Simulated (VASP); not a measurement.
A run of VASP 6.6.1:

Contents of INCAR:

```
PREC     = Accurate       # precision mode
ENCUT    = 520            # plane-wave cutoff, eV
EDIFF    = 1E-6           # SCF threshold, eV
ISMEAR   = -1             # smearing method
SIGMA    = 0.08           # smearing width, eV
LREAL    = F              # projectors in reciprocal space
LASPH    = T              # aspherical terms in the spheres
NELM     = 100            # most SCF steps
ALGO     = Normal         # electronic algorithm
ISIF     = 2              # what is computed and relaxed
LWAVE    = F              # write WAVECAR
LCHARG   = T              # write CHGCAR
GGA      = PE             # functional
LELF     = T              # ELF
LVHAR    = T            
NBANDS   = 11             # bands
```

KPOINTS

```
regular mesh
0
Gamma
  12 12 11
```

The input POSCAR:

```
Ca
1.0
    3.4593588792      0.0000000000      0.0000000000
   -1.7296794396      2.9958926702      0.0000000000
    0.0000000000      0.0000000000      3.1518837455
Ca
1
Direct
    0.0000000000      0.0000000000      0.0000000000
```

Potentials or basis: VASP PAW PBE potentials, release 64 (Ca_sv).

The run is started by

```console
$ cat potpaw_PBE.64/Ca_sv/POTCAR > POTCAR
$ mpirun -np 1 vasp_std > vasp.out
```

Hardware: 1 thread of Intel Xeon 8259CL, with other jobs on the host.

Q: How long does it take, and how much memory?

A: It took 44 s on 1 thread of Intel Xeon 8259CL, with other jobs on the host, peak memory 0.17 GiB. Counts: scf iterations 10, k points 114.
